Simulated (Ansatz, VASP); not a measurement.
Two plane-wave programs on Na4IN

```xyz
6
Lattice="0.0000 4.1922 4.1922 4.1922 0.0000 4.1922 4.1922 4.1922 0.0000" Properties=species:S:1:pos:R:3 pbc="T T T"
Na    5.2513    5.2513    3.1332
Na    5.2513    3.1332    5.2513
Na    3.1332    3.1332    3.1332
Na    3.1332    5.2513    5.2513
I     6.2884    6.2884    6.2884
N     0.0000    0.0000    0.0000
```

Change from the starting cell: species swapped into the ScInCu4 type (F-43m, No. 216).

Alike in both runs: functional PBE; k mesh 3 × 3 × 3; occupations gaussian, width 0.15 eV; no spin polarisation.

Ansatz relaxed the structure, and its values are those at the end. VASP's run is a single point on that final structure, the one shown.

|  | VASP | Ansatz |
| --- | --- | --- |
| version | VASP 6.6.1 | Ansatz 0.2.0 |
| potentials or method | VASP PAW PBE potentials, release 64 (Na_pv, I, N), cutoff 600 eV | scalar-relativistic, plane waves, PAW |
| valence electrons in the cell | 40 | 58 |

```csv
,VASP,Ansatz,Ansatz less VASP
gap on the k mesh at the Fermi level (eV),none,none,-
pressure (GPa),0.4,0.4,+0.01
rms of the force components (eV/Å),0.036,0.036,+0.0002
```

A gap of «none» marks a metal or a gap that the smearing closes. The functional is the same, so the differences come from potentials, cutoffs and numerics. VASP's potentials hold 40 valence electrons a cell and Ansatz's 58, so a difference there can come from the potentials and not from the codes.

The k mesh is coarse, so the values compare programs but aren't converged. Spin-orbit coupling is off throughout.
